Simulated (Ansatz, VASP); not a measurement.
HfO6 in VASP and in Ansatz

Contents of INCAR:

```
SYSTEM = HfO6
ALGO = Normal
EDIFF = 1E-6
ENCUT = 520
GGA = PE
ISIF = 2
ISMEAR = 0
LASPH = .True.
LCHARG = .False.
LREAL = .False.
LWAVE = .False.
NBANDS = 32
NELM = 100
PREC = Accurate
SIGMA = 0.0117
```

File KPOINTS:

```
k-points
0
Gamma
  6 6 6
  0 0 0
```

Contents of POSCAR:

```
HfO6
1.0
    4.0157440000      0.0000000000      0.0000000000
    0.0000000000      4.0157440000      0.0000000000
    0.0000000000      0.0000000000      4.0157440000
O Hf
6 1
Direct
    0.1970000000      0.5000000000      0.5000000000
    0.5000000000      0.1970000000      0.5000000000
    0.8030000000      0.5000000000      0.5000000000
    0.5000000000      0.8030000000      0.5000000000
    0.5000000000      0.5000000000      0.1970000000
    0.5000000000      0.5000000000      0.8030000000
    0.0000000000      0.0000000000      0.0000000000
```

Input for Ansatz:

```yaml
crystal:
  lattice:
    - [4.015744, 0.0, 0.0]
    - [0.0, 4.015744, 0.0]
    - [0.0, 0.0, 4.015744]
  atoms:
    - { symbol: O, position: [0.197, 0.5, 0.5] }
    - { symbol: O, position: [0.5, 0.197, 0.5] }
    - { symbol: O, position: [0.803, 0.5, 0.5] }
    - { symbol: O, position: [0.5, 0.803, 0.5] }
    - { symbol: O, position: [0.5, 0.5, 0.197] }
    - { symbol: O, position: [0.5, 0.5, 0.803] }
    - { symbol: Hf, position: [0.0, 0.0, 0.0] }
  symmetry: { tolerance: 0.0003 }
kpoints:
  mp_grid: { grid: [6, 6, 6], shift: [0, 0, 0] }
  band_path:
    path:
      - [0.0, 0.0, 0.0]
      - [0.0, 0.5, 0.0]
      - [0.5, 0.5, 0.0]
      - [0.0, 0.0, 0.0]
      - [0.5, 0.5, 0.5]
      - [0.0, 0.5, 0.0]
      - [0.5, 0.5, 0.5]
      - [0.5, 0.5, 0.0]
    npoints: 10
magnetization:
  spin_polarized: false
scf:
  occupations: { method: gaussian, width: 0.0117 }
  lower_state_search: "off"
  max_iter: 200
hamiltonian:
  pseudopotentials: { kind: paw }
  xc: pbe
basis:
  ecutwfc: 420
  fft_grid_basis: typed
output:
  forces: true
  stress: true
  eigenvalues: true
  bader: true
  populations: true
  elf: true
  write_potential: true
  volumetric_format: npy
  dos:
    e_range: [-12, 8]
    de: 0.05
    projected: { site_lists: { Hf: [Hf], O: [O] } }
  write_density: true
checkpoint:
  read: saved_state
```

Alike in both runs: task single point; functional PBE; k mesh 6 × 6 × 6; occupations gaussian, width 0.0117 eV; no spin polarisation.

|  | VASP | Ansatz |
| --- | --- | --- |
| version | VASP 6.6.1 | Ansatz 0.2.0 |
| potentials or method | VASP PAW PBE potentials, release 64 (O, Hf_pv), cutoff 520 eV | PAW plane waves |
| valence electrons in the cell | 46 | 62 |

Ansatz gave:

```
rms of the force components (eV/Å) : 5.535
```

Which values does VASP return?

rms of the force components (eV/Å): 5.524.

Atom by atom the forces differ by 0.011 eV/Å (rms over components). VASP's potentials hold 46 valence electrons a cell and Ansatz's 62, so a difference there can come from the potentials and not from the codes.

Neither program's run includes spin-orbit coupling.
